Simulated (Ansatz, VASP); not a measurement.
GaSb: VASP beside Ansatz

```
Ga Sb
1.0
    -1.70746    2.69000    2.59465
     1.70746   -2.69000    2.59465
     1.70746    2.69000   -2.59465
Ga Sb
1 1
Direct
  0.00000 0.00000 0.00000
  0.50000 0.50000 0.00000
```

Change from the starting cell: strain +e along x and -e along y +0.0133, strain +e along z and -e/2 along x and y -0.1000.

Alike in both runs: task single point; functional PBE; k mesh 16 × 16 × 16; occupations gaussian, width 0.15 eV; no spin polarisation.

```csv
,VASP,Ansatz
version,VASP 6.6.1,Ansatz 0.2.0
potentials or method,"VASP PAW PBE potentials, release 64 (Ga_d, Sb), cutoff 520 eV","scalar-relativistic, plane waves, PAW"
valence electrons in the cell,18,28
```

|  | VASP | Ansatz | Ansatz less VASP |
| --- | --- | --- | --- |
| gap on the k mesh at the Fermi level (eV) | none | none | - |
| pressure (GPa) | 3.9 | 3.9 | -0.03 |
| traceless stress, the component that is largest in VASP (GPa) | 15.84 | 15.72 | -0.123 |

A gap of «none» marks a metal or a gap that the smearing closes. VASP's potentials hold 18 valence electrons a cell and Ansatz's 28, so a difference there can come from the potentials and not from the codes.

Neither program's run includes spin-orbit coupling.
